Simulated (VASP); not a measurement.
Set up this calculation in VASP 6.6.1, as the native input.

```yaml
Task: single point
Functional: PBE
Potentials_or_basis: VASP PAW PBE potentials, release 64 (Mo_sv, Se)
Cutoff: 520 eV
k_mesh: 12 × 12 × 6
Occupations: gaussian, width 0.1 eV
Spin: no spin polarisation
Hubbard_terms: Mo d U = 4.38 eV
Dipole_correction: no
Further_INCAR_settings: ALGO = Normal; EDIFF = 1e-07; NBANDS = 28
```

The structure of MoSe lies in POSCAR:

```
MoSe
1.0
    4.0210140349      0.0000000000      0.0000000000
   -2.0105070175      3.4823003032      0.0000000000
    0.0000000000      0.0000000000      6.8157679718
Mo Se
2 2
Direct
    0.0000000000      0.0000000000      0.0000000000
    0.0000000000      0.0000000000      0.5000000000
    0.3333333333      0.6666666667      0.2500000000
    0.6666666667      0.3333333333      0.7500000000
```

These files were run (other wordings do the same):

INCAR

```
SYSTEM = MoSe
ALGO = Normal
EDIFF = 1E-7
ENCUT = 520
GGA = PE
ISIF = 2
ISMEAR = 0
LASPH = .TRUE.
LCHARG = .TRUE.
LDAU = .TRUE.
LDAUJ = 0 0
LDAUL = 2 -1
LDAUPRINT = 1
LDAUTYPE = 2
LDAUU = 4.38 0
LELF = .TRUE.
LMAXMIX = 4
LREAL = .FALSE.
LVHAR = .TRUE.
LWAVE = .FALSE.
NBANDS = 28
NELM = 150
PREC = Accurate
SIGMA = 0.1
```

KPOINTS

```
k-points
0
G
  12 12 6
  0 0 0
```

Potentials or basis: VASP PAW PBE potentials, release 64 (Mo_sv, Se).

Run with:

```bash
$ cat potpaw_PBE.64/Mo_sv/POTCAR potpaw_PBE.64/Se/POTCAR > POTCAR
$ mpirun -np 1 vasp_std > vasp.out
```

It gave:

| Quantity | Value |
| --- | --- |
| Pressure | -13.2 GPa |
| Band gap on the k mesh | zero (bands 20 and 21 overlap by 1.03 eV) |

Caveat: the cell stands under tension; U without spin polarisation on a metal has little footing.

It took 4.9 min on 1 thread of Intel(R) Xeon(R) Platinum 8559C (Emerald Rapids) (shared host), peak memory 0.33 GiB.
